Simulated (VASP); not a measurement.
# YPd3 (Pm-3m) in VASP: vibrations by perturbation theory with LDA

Aim: the vibrations by perturbation theory of YPd3 with LDA.

All numbers are computed with VASP 6.6.1; they aren't measurements. Logs are shortened: lines on timing, memory, paths and dates and some standing lists are left out, and cuts for length are marked.

## (1) The cell of the first run

Symmetry: Pm-3m, No. 221, cubic system. Conventional cell: a = 4.000 Å, b = 4.000 Å, c = 4.000 Å, α = 90.00°, β = 90.00°, γ = 90.00°. Y (site symmetry m-3m) has 12 Pd at 2.83 Å within 3.7 Å. Within 3.7 Å of Pd (site symmetry 4/mmm) lie 4 Y at 2.83 Å and 8 Pd at 2.83 Å.

## (2) Vibrations by perturbation theory, LDA

Input file INCAR:

```
SYSTEM = YPd3
PREC = Accurate
ENCUT = 520
EDIFF = 1E-8
ISMEAR = -1
SIGMA = 0.15
LREAL = .FALSE.
LASPH = .TRUE.
NELM = 60
ALGO = Normal
ISIF = 2
LWAVE = .FALSE.
LCHARG = .FALSE.
GGA = CA
NBANDS = 28
IBRION = 8
NSW = 1
```

Input file KPOINTS:

```
Automatic mesh
0
G
  10 10 10
  0 0 0
```

Input file POSCAR:

```
YPd3
1.0
    4.0003885697      0.0000000000      0.0000000000
    0.0000000000      4.0003885697      0.0000000000
    0.0000000000      0.0000000000      4.0003885697
Y Pd
1 3
Direct
    0.0000000000      0.0000000000      0.0000000000
    0.0000000000      0.5000000000      0.5000000000
    0.5000000000      0.0000000000      0.5000000000
    0.5000000000      0.5000000000      0.0000000000
```

Potentials or basis: VASP PAW LDA potentials, release 64 (Y_sv, Pd).

Started as:

```bash
> cat potpaw_LDA.64/Y_sv/POTCAR potpaw_LDA.64/Pd/POTCAR > POTCAR
> mpirun -np 1 vasp_std > vasp.out
```

OUTCAR:

```text
SYSTEM = YPd3
   PREC = Accurate
   ENCUT = 520
   EDIFF = 1E-8
   ISMEAR = -1
   LREAL = .FALSE.
   LASPH = .TRUE.
   NELM = 60
   ISIF = 2
   GGA = CA
   IBRION = 8
   NSW = 1

 ion  position               nearest neighbor table
   1  0.000  0.000  0.000-   2 2.83   3 2.83   4 2.83   2 2.83   3 2.83   2 2.83   4 2.83   2 2.83
                             3 2.83   4 2.83   3 2.83   4 2.83
   2  0.000  0.500  0.500-   1 2.83   3 2.83   4 2.83   1 2.83   4 2.83   1 2.83   3 2.83   1 2.83
                             3 2.83   4 2.83   4 2.83   3 2.83
   3  0.500  0.000  0.500-   1 2.83   2 2.83   4 2.83   1 2.83   4 2.83   2 2.83   4 2.83   4 2.83
                             1 2.83   2 2.83   1 2.83   2 2.83
   4  0.500  0.500  0.000-   1 2.83   2 2.83   3 2.83   2 2.83   3 2.83   1 2.83   3 2.83   3 2.83
                             1 2.83   2 2.83   2 2.83   1 2.83

  LATTYP: Found a simple cubic cell.
 ALAT       =     4.0003885697

  Lattice vectors:

 A1 = (   4.0003885697,   0.0000000000,   0.0000000000)
 A2 = (   0.0000000000,   4.0003885697,   0.0000000000)
 A3 = (   0.0000000000,   0.0000000000,   4.0003885697)

Analysis of symmetry for initial positions (statically):
=====================================================================
 Subroutine PRICEL returns:
 Original cell was already a primitive cell.

 Routine SETGRP: Setting up the symmetry group for a
 simple cubic supercell.

 Subroutine GETGRP returns: Found 48 space group operations
 (whereof 48 operations were pure point group operations)
 out of a pool of 48 trial point group operations.

The static configuration has the point symmetry O_h .

Analysis of symmetry for dynamics (positions and initial velocities):
=====================================================================
 Subroutine PRICEL returns:
 Original cell was already a primitive cell.

 Routine SETGRP: Setting up the symmetry group for a
 simple cubic supercell.

 Subroutine GETGRP returns: Found 48 space group operations
 (whereof 48 operations were pure point group operations)
 out of a pool of 48 trial point group operations.

The dynamic configuration has the point symmetry O_h .

 Subroutine INISYM returns: Found 48 space group operations
 (whereof 48 operations are pure point group operations),
 and found     1 'primitive' translations

----------------------------------------------------------------------------------------

                                     Primitive cell

  volume of cell :      64.0187

  direct lattice vectors                    reciprocal lattice vectors
     4.000388570  0.000000000  0.000000000     0.249975717  0.000000000  0.000000000
     0.000000000  4.000388570  0.000000000     0.000000000  0.249975717  0.000000000
     0.000000000  0.000000000  4.000388570     0.000000000  0.000000000  0.249975717

  length of vectors
     4.000388570  4.000388570  4.000388570     0.249975717  0.249975717  0.249975717

  position of ions in fractional coordinates (direct lattice)
     0.000000000  0.000000000  0.000000000
     0.000000000  0.500000000  0.500000000
     0.500000000  0.000000000  0.500000000
     0.500000000  0.500000000  0.000000000

[... 137 lines left out ...]
      1     -32.8426      2.00000
      2     -13.0509      2.00000
      3     -13.0509      2.00000
      4     -13.0509      2.00000
      5       1.7848      2.00000
      6       3.2134      2.00000
[... 733 lines left out ...]
     27      16.2244      0.00000
     28      16.2768      0.00000

 [... further k-points ...]

------------------------ aborting loop because EDIFF is reached ----------------------------------------

  FORCE on cell =-STRESS in cart. coord.  units (eV):
  Direction    XX          YY          ZZ          XY          YZ          ZX
  --------------------------------------------------------------------------------------
  -------------------------------------------------------------------------------------
  Total        0.9295525      0.9295525      0.9295525      0.0000000      0.0000000     -0.0000000
  in kB       23.2636562     23.2636562     23.2636562      0.0000000      0.0000000     -0.0000000
  external PRESSURE =      23.2636562 kB  Pullay stress =       0.0000000 kB

 VOLUME and BASIS-vectors are now :
 -----------------------------------------------------------------------------
  energy-cutoff  :      520.00
  volume of cell :       64.02
      direct lattice vectors                 reciprocal lattice vectors
     4.000388570  0.000000000  0.000000000     0.249975717  0.000000000  0.000000000
     0.000000000  4.000388570  0.000000000     0.000000000  0.249975717  0.000000000
     0.000000000  0.000000000  4.000388570     0.000000000  0.000000000  0.249975717

 POSITION                                       TOTAL-FORCE (eV/Angst)
 -----------------------------------------------------------------------------------
      0.00000      0.00000      0.00000         0.000000      0.000000      0.000000
      0.00000      2.00019      2.00019         0.000000      0.000000      0.000000
      2.00019      0.00000      2.00019         0.000000      0.000000      0.000000
      2.00019      2.00019      0.00000         0.000000      0.000000      0.000000
 -----------------------------------------------------------------------------------
    total drift:                                0.000000      0.000000     -0.000000

  FREE ENERGIE OF THE ION-ELECTRON SYSTEM (eV)
  ---------------------------------------------------
  free  energy   TOTEN  =       -30.0496394263 eV

  energy  without entropy=      -29.9137065830  energy(sigma->0) =      -29.98167300

[... ionic steps 2 to 3 ...]

--------------------------------------- Ionic step        4  -------------------------------------------

------------------------ aborting loop because EDIFF is reached ----------------------------------------

[... ionic steps 5 to 6 ...]

--------------------------------------- Ionic step        7  -------------------------------------------

------------------------ aborting loop because EDIFF is reached ----------------------------------------

--------------------------------------- Ionic step        8  -------------------------------------------

 Free energy of the ion-electron system (eV)
  ---------------------------------------------------
  ---------------------------------------------------
  free energy    TOTEN  =        -0.26097535 eV

  energy without entropy =       -0.26097535

------------------------ aborting loop because EDIFF is reached ----------------------------------------

 INTERNAL STRAIN TENSOR  FOR ION    2  DIRECTION 2   (eV/Angst):
 -----------------------------------------------------------------------------
     0.02247  0.00000  0.00000
     0.00000 -0.01351  0.00000
     0.00000  0.00000 -0.01489

 INTERNAL STRAIN TENSOR FOR ION    4 for displacements in x,y,z  (eV/Angst):
          X           Y           Z          XY          YZ          ZX
  --------------------------------------------------------------------------------
  x     0.00000     0.00000     0.00000     0.00000     0.00000     0.00000
  y     0.00000     0.00000     0.00000     0.00000     0.00000     0.00000
  z     0.00000     0.00000     0.00000     0.00000     0.00000     0.00000

 SECOND DERIVATIVES (NOT SYMMETRIZED)
 ------------------------------------
               1X          1Y          1Z          2X          2Y          2Z          3X          3Y          3Z          4X          4Y          4Z
  1X    -8.202698   -0.000000    0.000000   -0.282315    0.000000    0.000000    4.242507   -0.000000    0.000000    4.242507   -0.000000    0.000000
  1Y    -0.000000   -8.202698    0.000000   -0.000000    4.242507    0.000000    0.000000   -0.282315    0.000000   -0.000000    4.242507    0.000000
  1Z     0.000000    0.000000   -8.202698    0.000000    0.000000    4.242507    0.000000    0.000000    4.242507    0.000000   -0.000000   -0.282315
  2X    -0.291444   -0.000000   -0.000000   -6.547279    0.000000   -0.000000    3.419361   -0.000000   -0.000000    3.419361    0.000000    0.000000
  2Y     0.000000    4.231946    0.000000    0.000000   -8.061539    0.000000    0.000000    3.420312    0.000000    0.000000    0.409281    0.000000
  2Z     0.000000    0.000000    4.231946    0.000000    0.000000   -8.061539    0.000000    0.000000    0.409281    0.000000    0.000000    3.420312
  3X     4.231946    0.000000    0.000000    3.420312    0.000000    0.000000   -8.061539    0.000000    0.000000    0.409281    0.000000    0.000000
  3Y    -0.000000   -0.291444    0.000000   -0.000000    3.419361    0.000000    0.000000   -6.547279   -0.000000    0.000000    3.419361    0.000000
  3Z     0.000000    0.000000    4.231946    0.000000    0.000000    0.409281    0.000000    0.000000   -8.061539    0.000000    0.000000    3.420312
  4X     4.231946    0.000000    0.000000    3.420312    0.000000    0.000000    0.409281    0.000000    0.000000   -8.061539    0.000000    0.000000
  4Y     0.000000    4.231946    0.000000    0.000000    0.409281    0.000000    0.000000    3.420312    0.000000    0.000000   -8.061539    0.000000
  4Z     0.000000    0.000000   -0.291444    0.000000    0.000000    3.419361    0.000000    0.000000    3.419361    0.000000    0.000000   -6.547279

 Eigenvectors and eigenvalues of the dynamical matrix
 ----------------------------------------------------

   1 f  =    6.176216 THz    38.806309 2PiTHz  206.016384 cm-1    25.542765 meV
             X         Y         Z           dx          dy          dz
      0.000000  0.000000  0.000000     0.359967    0.554190   -0.003132
      0.000000  2.000194  2.000194     0.186163   -0.396231    0.002240
      2.000194  0.000000  2.000194    -0.257367    0.286609    0.002240
      2.000194  2.000194  0.000000    -0.257367   -0.396231   -0.001620
[... 71 lines left out ...]
  12 f/i=    0.004478 THz     0.028136 2PiTHz    0.149372 cm-1     0.018520 meV
             X         Y         Z           dx          dy          dz
      0.000000  0.000000  0.000000    -0.288142   -0.366030   -0.008378
      0.000000  2.000194  2.000194    -0.316133   -0.401216   -0.009184
      2.000194  0.000000  2.000194    -0.315841   -0.401587   -0.009184
      2.000194  2.000194  0.000000    -0.315841   -0.401216   -0.009192

--------------------------------------------------------------------------------------------------------

 ELASTIC MODULI CONTR FROM IONIC RELAXATION (kBar)
 Direction    XX          YY          ZZ          XY          YZ          ZX
 --------------------------------------------------------------------------------
 XX           0.0000      0.0000      0.0000      0.0000      0.0000      0.0000
 YY           0.0000      0.0000      0.0000      0.0000      0.0000      0.0000
 ZZ           0.0000      0.0000      0.0000      0.0000      0.0000      0.0000
 XY           0.0000      0.0000      0.0000      0.0000      0.0000      0.0000
 YZ           0.0000      0.0000      0.0000      0.0000      0.0000      0.0000
 ZX           0.0000      0.0000      0.0000      0.0000      0.0000      0.0000
 --------------------------------------------------------------------------------
```

Run time: 14 min. Hardware: 1 thread of Intel Xeon Platinum 8488C (Sapphire Rapids), shared host; peak memory 0.83 GiB.

Results:

* Highest phonon frequency at Γ: 206 cm⁻¹

Phonon frequencies in cm⁻¹ (negative: imaginary):
| q point | frequencies |
| --- | --- |
| (0.000, 0.000, 0.000) | 0 0 0 138 138 138 147 147 147 206 206 206 |

Caveat: the cell stands under pressure or tension, which shifts response properties.
